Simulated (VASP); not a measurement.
# GaRe2Sb3 (P-6m2) in VASP: a series of runs

The runs below take GaRe2Sb3 through single point, with PBE.

Everything below comes from runs of VASP 6.6.1. Logs are shortened: lines on timing, memory, paths and dates and some standing lists are left out, and cuts for length are marked.

## Step 1: The cell of the first run

Symmetry: P-6m2, No. 187, hexagonal system. Conventional cell: a = 6.231 Å, b = 6.231 Å, c = 5.017 Å, α = 90.00°, β = 90.00°, γ = 120.00°. Ga (site symmetry -6m2) has 6 Sb at 3.12 Å and 3 Re at 3.60 Å within 4.1 Å. Within 2.6 Å of Re (site symmetry -6m2) lie 3 Sb at 1.94 Å and 2 Re at 2.51 Å. Within 3.3 Å of Re (site symmetry -6m2) lie 2 Re at 2.51 Å and 6 Sb at 3.17 Å. Sb (site symmetry mm2) has 1 Re at 1.94 Å within 2.6 Å.

The cell was generated, and may not be a known phase.

## Step 2: Single point, PBE

Contents of INCAR:

```
PREC = Accurate
ENCUT = 560
EDIFF = 1E-6
ISMEAR = 0
SIGMA = 0.1
LREAL = F
LASPH = T
NELM = 120
ALGO = Normal
ISIF = 2
LWAVE = F
LCHARG = F
GGA = PE
NBANDS = 53
GGA_COMPAT = F
```

Contents of KPOINTS:

```
Automatic mesh
0
Gamma
  3 3 4
```

Contents of POSCAR:

```
GaRe2Sb3
1.0
    6.2312266000      0.0000000000      0.0000000000
   -3.1156133000      5.3964005400      0.0000000000
    0.0000000000      0.0000000000      5.0168448300
Ga Re Sb
1 2 3
Direct
    0.0000000000      0.0000000000      0.5000000000
    0.3333333300      0.6666666700      0.5000000000
    0.3333333300      0.6666666700      0.0000000000
    0.5126621200      0.4873378800      0.5000000000
    0.5126621200      0.0253242400      0.5000000000
    0.9746757600      0.4873378800      0.5000000000
```

Potentials or basis: VASP PAW PBE potentials, release 64 (Ga_d, Re_sv_GW, Sb_d_GW).

On the command line:

```
> cat potpaw_PBE.64/Ga_d/POTCAR potpaw_PBE.64/Re_sv_GW/POTCAR potpaw_PBE.64/Sb_d_GW/POTCAR > POTCAR
> mpirun -np 1 vasp_std > vasp.out
```

OUTCAR:

```text
PREC = Accurate
   ENCUT = 560
   EDIFF = 1E-6
   ISMEAR = 0
   LREAL = F
   LASPH = T
   NELM = 120
   ISIF = 2
   GGA = PE

 ion  position               nearest neighbor table
   1  0.000  0.000  0.500-   5 3.12   5 3.12   4 3.12   6 3.12   4 3.12   6 3.12
   2  0.333  0.667  0.500-   6 1.94   5 1.94   4 1.94   3 2.51   3 2.51
   3  0.333  0.667  0.000-   2 2.51   2 2.51   6 3.17   6 3.17   5 3.17   5 3.17   4 3.17   4 3.17

   4  0.513  0.487  0.500-   2 1.94   6 2.88   5 2.88   1 3.12   1 3.12   3 3.17   3 3.17   6 3.35
                             5 3.35
   5  0.513  0.025  0.500-   2 1.94   4 2.88   6 2.88   1 3.12   1 3.12   3 3.17   3 3.17   4 3.35
                             6 3.35
   6  0.975  0.487  0.500-   2 1.94   4 2.88   5 2.88   1 3.12   1 3.12   3 3.17   3 3.17   4 3.35
                             5 3.35

  LATTYP: Found a hexagonal cell.
 ALAT       =     6.2312266000
 C/A-ratio  =     0.8051135277

  Lattice vectors:

 A1 = (   6.2312266000,   0.0000000000,   0.0000000000)
 A2 = (  -3.1156133000,   5.3964005400,   0.0000000000)
 A3 = (   0.0000000000,   0.0000000000,   5.0168448300)

Analysis of symmetry for initial positions (statically):
=====================================================================
 Subroutine PRICEL returns:
 Original cell was already a primitive cell.

 Routine SETGRP: Setting up the symmetry group for a
 hexagonal supercell.

 Subroutine GETGRP returns: Found 12 space group operations
 (whereof 12 operations were pure point group operations)
 out of a pool of 24 trial point group operations.

The static configuration has the point symmetry D_3h.

Analysis of symmetry for dynamics (positions and initial velocities):
=====================================================================
 Subroutine PRICEL returns:
 Original cell was already a primitive cell.

 Routine SETGRP: Setting up the symmetry group for a
 hexagonal supercell.

 Subroutine GETGRP returns: Found 12 space group operations
 (whereof 12 operations were pure point group operations)
 out of a pool of 24 trial point group operations.

The dynamic configuration has the point symmetry D_3h.

 Subroutine INISYM returns: Found 12 space group operations
 (whereof 12 operations are pure point group operations),
 and found     1 'primitive' translations

[... 76 lines left out ...]
 SYSTEM =  unknown system
   PREC   = accura    normal or accurate (medium, high low for compatibility)
   ISTART =      0    job   : 0-new  1-cont  2-samecut
   ICHARG =      2    charge: 1-file 2-atom 10-const
   ISPIN  =      1    spin polarized calculation?
   LNONCOLLINEAR =      F non collinear calculations
   LSORBIT =      F    spin-orbit coupling
   LASPH  =      T    aspherical Exc in radial PAW
   ENCUT  =  560.0 eV  41.16 Ry    6.42 a.u.  12.02 12.02  9.68*2*pi/ulx,y,z
   NELM   =    120;   NELMIN=  2; NELMDL= -5     # of ELM steps
   EDIFF  = 0.1E-05   stopping-criterion for ELM
   LREAL  =      F    real-space projection
[... 7 lines left out ...]
   TEBEG  =    0.0;   TEEND  =   0.0 temperature during run
   PSTRESS=    0.0 pullay stress
   NELECT =      88.0000    total number of electrons
   NUPDOWN=      -1.0000    fix difference up-down
   EMIN   =  10.00;   EMAX   =-10.00  energy-range for DOS
   EFERMI =   0.00;   METHOD = LEGACY
   ISMEAR =     0;   SIGMA  =   0.10  broadening in eV -4-tet -1-fermi 0-gaus
   EFERMI_NEDOS =   21; number of points for ismear=-14 and -15
   IALGO  =     38    algorithm
   IMIX   =      4    mixing-type and parameters
     AMIX     =   0.40;   BMIX     =  1.00
     AMIX_MAG =   1.60;   BMIX_MAG =  1.00
  volume/ion in A,a.u.               =      28.12       189.74
  Fermi-wavevector in a.u.,A,eV,Ry     =   1.317851  2.490377 23.629658  1.736731
  Thomas-Fermi vector in A             =   2.447863
   LORBIT       =      0    0 simple, 1 ext, 2 COOP (PROOUT), +10 PAW based schemes
   GGA     = PE    functional components
   LHFCALC =     F    Hartree Fock is set to
   AEXX    =    0.0000 exact exchange contribution
   IVDW    =     0    specifies the selected vdW correction
   LEPSILON=     F    determine dielectric tensor
   LRPA    =     F    only Hartree local field effects (RPA)
 non-spin polarized calculation
 Gauss-broadening in eV      SIGMA  =   0.10
  energy-cutoff  :      560.00
  volume of cell :      168.70
 maximum number of plane-waves:      5088
   NGX = 25   NGY = 25   NGZ = 19

 number of electron      88.0000009 magnetization

 Free energy of the ion-electron system (eV)
  ---------------------------------------------------
  ext. energy  EPLUGINS =         0.00000000
  ---------------------------------------------------
  free energy    TOTEN  =       -15.95762072 eV

  energy without entropy =      -15.90762860  energy(sigma->0) =      -15.93262466

 E-fermi :   5.1135     XC(G=0):  -9.5210

 val. band max:        5.0674362859   @ k =   0.3333   0.3333   0.0000
 cond. band min:       5.1224969103   @ k =   0.3333  -0.0000   0.5000
 fundamental gap:      0.0550606244
 Fermi energy:         5.1135475283

 k-point     1 :       0.0000    0.0000    0.0000
  band No.  band energies     occupation
      1     -74.9559      2.00000
      2     -74.4383      2.00000
      3     -38.3971      2.00000
      4     -38.3971      2.00000
      5     -37.4676      2.00000
      6     -36.1336      2.00000
[... 493 lines left out ...]
     52       8.5978      0.00000
     53       8.6286      0.00000

------------------------ aborting loop because EDIFF is reached ----------------------------------------

  FORCE on cell =-STRESS in cart. coord.  units (eV):
  Direction    XX          YY          ZZ          XY          YZ          ZX
  --------------------------------------------------------------------------------------
  -------------------------------------------------------------------------------------
  Total       93.6187988     93.6187991     -2.0576366      0.0000000     -0.0000000      0.0000000
  in kB      889.1299846    889.1299872    -19.5420833      0.0000000     -0.0000000      0.0000000
  external PRESSURE =     586.2392962 kB  Pullay stress =       0.0000000 kB

 VOLUME and BASIS-vectors are now :
 -----------------------------------------------------------------------------
  energy-cutoff  :      560.00
  volume of cell :      168.70
      direct lattice vectors                 reciprocal lattice vectors
     6.231226600  0.000000000  0.000000000     0.160482047  0.092654353  0.000000000
    -3.115613300  5.396400540  0.000000000     0.000000000  0.185308706  0.000000000
     0.000000000  0.000000000  5.016844830     0.000000000  0.000000000  0.199328469

 POSITION                                       TOTAL-FORCE (eV/Angst)
 -----------------------------------------------------------------------------------
      0.00000      0.00000      2.50842        -0.000000     -0.000000      0.000000
     -0.00000      3.59760      2.50842        -0.000000     -0.000000      0.000000
     -0.00000      3.59760      0.00000        -0.000000     -0.000000      0.000000
      1.67616      2.62987      2.50842        25.068979    -14.473582     -0.000000
      3.11561      0.13666      2.50842        -0.000000     28.947163      0.000000
      4.55507      2.62987      2.50842       -25.068979    -14.473582     -0.000000
 -----------------------------------------------------------------------------------
    total drift:                                0.000291     -0.000168      0.000000

  FREE ENERGIE OF THE ION-ELECTRON SYSTEM (eV)
  ---------------------------------------------------
  free  energy   TOTEN  =       -15.9576207157 eV

  energy  without entropy=      -15.9076286042  energy(sigma->0) =      -15.93262466
```

stdout:

```text
POSCAR found type information on POSCAR GaReSb
 POSCAR found :  3 types and       6 ions
 scaLAPACK will be used
 LDA part: xc-table for (Slater+PW92), standard interpolation
 POSCAR, INCAR and KPOINTS ok, starting setup
 FFT: planning ... GRIDC
 FFT: planning ... GRID_SOFT
 FFT: planning ... GRID
 WAVECAR not read
 entering main loop
```

Wall time 2.4 min (1 thread of Intel Xeon Platinum 8488C (Sapphire Rapids), shared host); peak memory 0.35 GiB.

Results:

* Free energy: -15.9576 eV
* Pressure: 58.6 GPa
* Largest force: 28.947 eV/Å
* Band gap on the k mesh: zero (bands 44 and 45 overlap by 0.52 eV)

Forces on the atoms (eV/Å):
```
Ga    0.000   0.000   0.000
Re    0.000   0.000   0.000
Re    0.000   0.000   0.000
Sb   25.069 -14.474   0.000
Sb    0.000  28.947   0.000
Sb  -25.069 -14.474   0.000
```

Caveat: the k points lie up to 0.39 Å⁻¹ apart, too coarse for converged energies and pressures of a metal; atoms lie so close that the PAW spheres overlap strongly, which falsifies energies and pressures; spin-orbit coupling is left out, which moves the levels of the heavy elements; forces of over 1 eV/Å act on the atoms, so gaps and moduli don't describe the material at rest.

## Step 3: Single point, PBE

This run uses another cell than the first one, of 37.77 Å³/atom.

Contents of INCAR:

```
SYSTEM = GaRe2Sb3
  PREC = Accurate
  ENCUT = 560
  EDIFF = 1E-6
  ISMEAR = 0
  SIGMA = 0.1
  LREAL = .False.
  LASPH = .True.
  NELM = 120
  ALGO = Normal
  ISIF = 2
  LWAVE = .False.
  LCHARG = .False.
  GGA = PE
  NBANDS = 53
  GGA_COMPAT = .False.
```

Contents of KPOINTS:

```
regular mesh
0
Gamma
  3 3 4
  0 0 0
```

Contents of POSCAR:

```
GaRe2Sb3
1.0
    7.3971592473      0.0000000000      0.0000000000
   -3.6985796236      6.4061278240      0.0000000000
    0.0000000000      0.0000000000      4.7829210438
Ga Re Sb
1 2 3
Direct
    0.0000000000      0.0000000000      0.5000000000
    0.3333333333      0.6666666667      0.5000000000
    0.3333333333      0.6666666667      0.0000000000
    0.5319719515      0.4680280485      0.5000000000
    0.5319719515      0.0639439031      0.5000000000
    0.9360560969      0.4680280485      0.5000000000
```

Potentials or basis: VASP PAW PBE potentials, release 64 (Ga_d, Re_sv_GW, Sb_d_GW).

On the command line:

```
> cat potpaw_PBE.64/Ga_d/POTCAR potpaw_PBE.64/Re_sv_GW/POTCAR potpaw_PBE.64/Sb_d_GW/POTCAR > POTCAR
> mpirun -np 1 vasp_std > vasp.out
```

OUTCAR:

```text
SYSTEM = GaRe2Sb3
   PREC = Accurate
   ENCUT = 560
   EDIFF = 1E-6
   ISMEAR = 0
   LREAL = .False.
   LASPH = .True.
   NELM = 120
   ISIF = 2
   GGA = PE

 ion  position               nearest neighbor table
   1  0.000  0.000  0.500-
   2  0.333  0.667  0.500-   3 2.39   3 2.39   4 2.55   5 2.55   6 2.55
   3  0.333  0.667  0.000-   2 2.39   2 2.39
   4  0.532  0.468  0.500-   2 2.55   5 2.99   6 2.99
   5  0.532  0.064  0.500-   2 2.55   4 2.99   6 2.99
   6  0.936  0.468  0.500-   2 2.55   4 2.99   5 2.99

[... 693 lines left out ...]
  -------------------------------------------------------------------------------------
  Total       -0.3523901     -0.3523901     -0.3044700     -0.0000000      0.0000000      0.0000000
  in kB       -2.4910391     -2.4910391     -2.1522929     -0.0000000      0.0000000      0.0000000
  external PRESSURE =      -2.3781237 kB  Pullay stress =       0.0000000 kB

 VOLUME and BASIS-vectors are now :
 -----------------------------------------------------------------------------
  energy-cutoff  :      560.00
  volume of cell :      226.65
      direct lattice vectors                 reciprocal lattice vectors
     7.397159247  0.000000000  0.000000000     0.135187031  0.078050269  0.000000000
    -3.698579624  6.406127824  0.000000000     0.000000000  0.156100538  0.000000000
     0.000000000  0.000000000  4.782921044     0.000000000  0.000000000  0.209077254

 POSITION                                       TOTAL-FORCE (eV/Angst)
 -----------------------------------------------------------------------------------
      0.00000      0.00000      2.39146        -0.000000      0.000000     -0.000000
     -0.00000      4.27075      2.39146        -0.000000      0.000000     -0.000000
     -0.00000      4.27075      0.00000        -0.000000      0.000000     -0.000000
      2.20404      2.99825      2.39146         0.012169     -0.007026     -0.000000
      3.69858      0.40963      2.39146         0.000000      0.014051      0.000000
      5.19312      2.99825      2.39146        -0.012169     -0.007026     -0.000000
 -----------------------------------------------------------------------------------
    total drift:                                0.000004     -0.000002      0.000000

  FREE ENERGIE OF THE ION-ELECTRON SYSTEM (eV)
  ---------------------------------------------------
  free  energy   TOTEN  =       -34.7794478846 eV

  energy  without entropy=      -34.7283750784  energy(sigma->0) =      -34.75391148
```

Wall time 6 min (1 thread of Intel Xeon Platinum 8375C at 2.90GHz (Ice Lake), shared host); peak memory 0.44 GiB.

Results:

| Property | Result |
| --- | --- |
| Free energy | -34.7794 eV |
| Pressure | -0.2 GPa |
| Largest force | 0.014 eV/Å |
| Band gap on the k mesh | zero (bands 44 and 45 overlap by 0.80 eV) |

Forces on the atoms (eV/Å):
```
Ga   0.000  0.000  0.000
Re   0.000  0.000  0.000
Re   0.000  0.000  0.000
Sb   0.012 -0.007  0.000
Sb   0.000  0.014  0.000
Sb  -0.012 -0.007  0.000
```

Levels at points of the mesh, in eV from the Fermi level:
| k point | band 42 | band 43 | band 44 | band 45 | band 46 | band 47 |
| --- | --- | --- | --- | --- | --- | --- |
| (0.00, 0.00, 0.00) | -0.36 | 0.09 | 0.09 | 1.21 | 1.21 | 1.59 |
| (0.00, 0.00, 0.50) | -0.75 | -0.69 | -0.69 | -0.56 | -0.56 | 0.14 |

Caveat: spin-orbit coupling is left out, which moves the levels of the heavy elements.

The gap in the log of VASP goes by the Fermi energy; the results here count the filled bands.